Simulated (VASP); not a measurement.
Crystal: CdHg2Se3.

```
Cd Hg Se
1.0
     3.63913   -2.34254    0.00000
     3.63913    2.34254    0.00000
    -0.97611    0.00000    9.91404
Cd Hg Se
1 2 3
Direct
  0.36268 0.63732 0.00000
  0.99615 0.28203 0.67063
  0.71797 0.00385 0.32937
  0.51102 0.48898 0.50000
  0.94663 0.53445 0.15407
  0.46555 0.05337 0.84593
```

- Program: VASP 6.6.1
- Task: relaxation of shape and atoms at fixed volume
- Functional: PBE
- Potentials or basis: VASP PAW PBE potentials, release 64 (Cd, Hg, Se)
- Cutoff: 600 eV
- k mesh: 8 × 8 × 4
- Occupations: gaussian, width 0.02 eV
- Spin: no spin polarisation

At the start: pressure 1.8 GPa; volume 28.17 Å³/atom.

Where does the relaxation end?

Over 17 steps the energy falls by 4.7 meV/atom; space group C2 (No. 5, to 0.1 Å) before and after.

Step by step:
```
step  energy change (eV)  largest force (eV/Å)  pressure (GPa)  volume (Å³)
   1              0.0000                0.3680            1.80       169.03
   2             -0.0124                0.1699            1.37       169.03
   3             -0.0142                0.1624            1.14       169.03
   4             -0.0187                0.1084            0.99       169.03
   5             -0.0226                0.0919            0.65       169.03
   6             -0.0239                0.0672            0.57       169.03
   7             -0.0239                0.0738            0.57       169.03
   8             -0.0254                0.0467            0.53       169.03
   9             -0.0262                0.0550            0.47       169.03
  10             -0.0271                0.0503            0.46       169.03
  11             -0.0270                0.0928            0.45       169.03
  12             -0.0273                0.0624            0.45       169.03
  13             -0.0280                0.0308            0.42       169.03
  14             -0.0281                0.0327            0.41       169.03
  15             -0.0284                0.0177            0.37       169.03
  16             -0.0284                0.0180            0.37       169.03
  17             -0.0285                0.0097            0.37       169.03
```

Final structure:
```yaml
crystal:
  lattice:
    - [3.68875, -2.29747, 0.02568]
    - [3.68875, 2.29747, 0.02568]
    - [-0.91835, 0.00000, 9.96618]
  atoms:
    - { symbol: Cd, position: [0.36841, 0.63159, 0.00000] }
    - { symbol: Hg, position: [0.99747, 0.29668, 0.66912] }
    - { symbol: Hg, position: [0.70332, 0.00253, 0.33088] }
    - { symbol: Se, position: [0.49339, 0.50661, 0.50000] }
    - { symbol: Se, position: [0.95699, 0.51958, 0.15590] }
    - { symbol: Se, position: [0.48042, 0.04301, 0.84410] }
```
